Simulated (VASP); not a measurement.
## SbSe2: single point with PBE

SbSe2:

```xyz
3
Lattice="4.2491 0.0000 0.0000 0.0000 4.2491 0.0000 0.0000 0.0000 5.5699" Properties=species:S:1:pos:R:3 pbc="T T T"
Sb    0.0000    0.0000    2.7849
Se    2.1245    0.0000    4.3685
Se    0.0000    2.1245    1.2014
```

```
Program             : VASP 6.6.1
Task                : single point
Functional          : PBE
Potentials or basis : VASP PAW PBE potentials, release 64 (Sb, Se)
Cutoff              : 520 eV
k mesh              : 12 × 12 × 8
Occupations         : gaussian, width 0.1 eV
Spin                : no spin polarisation
```

```yaml
Pressure: 0.0 GPa
```

Forces on the atoms (eV/Å):
```
Sb   0.000  0.000  0.000
Se   0.000  0.000  0.002
Se   0.000  0.000 -0.002
```

Levels at points of the mesh, in eV from the Fermi level:
```csv
k point,band 6,band 7,band 8,band 9,band 10,band 11,band 12,band 13
"(0.00, 0.00, 0.00)",-1.72,-1.36,-0.77,-0.77,0.32,2.86,2.86,4.21
"(0.50, 0.00, 0.00)",-3.49,-2.40,-0.83,-0.11,2.60,2.61,3.36,6.30
"(0.50, 0.50, 0.00)",-3.26,-2.78,-0.90,-0.58,1.30,1.30,5.35,5.46
"(0.00, 0.00, 0.50)",-2.64,-1.34,-1.34,-0.17,0.11,3.44,3.44,5.68
"(0.50, 0.00, 0.50)",-2.98,-1.10,-0.98,-0.80,2.07,3.01,3.09,6.24
"(0.50, 0.50, 0.50)",-3.69,-2.15,-1.86,1.14,2.94,2.94,4.60,6.87
```

It took 120 s on 1 thread of AMD EPYC 9R45 96-Core Processor (Zen 5) (shared host), peak memory 0.32 GiB.

Caveat: spin-orbit coupling is left out, which moves the levels of the heavy elements.
